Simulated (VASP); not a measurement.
A run of VASP 6.6.1:

File INCAR:

```
SYSTEM = Mo
PREC = Accurate
ENCUT = 600
EDIFF = 1E-6
ISMEAR = 0
SIGMA = 0.2
LREAL = .False.
LASPH = .True.
NELM = 60
ALGO = Fast
ISIF = 3
LWAVE = .False.
LCHARG = .False.
GGA = PE
IBRION = 2
NSW = 80
EDIFFG = -0.001
```

Contents of KPOINTS:

```
Automatic mesh
0
Gamma
  28 28 28
  0 0 0
```

POSCAR

```
Mo
1.0
   -1.5734150000      1.5734150000      1.5734150000
    1.5734150000     -1.5734150000      1.5734150000
    1.5734150000      1.5734150000     -1.5734150000
Mo
1
Direct
    0.0000000000      0.0000000000      0.0000000000
```

Potentials or basis: VASP PAW PBE potentials, release 64 (Mo_sv).

Run with:

```console
$ cat potpaw_PBE.64/Mo_sv/POTCAR > POTCAR
$ mpirun -np 1 vasp_std > vasp.out
```

Hardware: 1 thread of Intel(R) Xeon(R) 6975P-C (Granite Rapids) (shared host).

How long does it take, and how much memory?

Wall time 2.5 min on 1 thread of Intel(R) Xeon(R) 6975P-C (Granite Rapids), with other jobs on the host, peak memory 0.27 GiB. Counts: scf iterations 48, k points 624, ion steps 8.
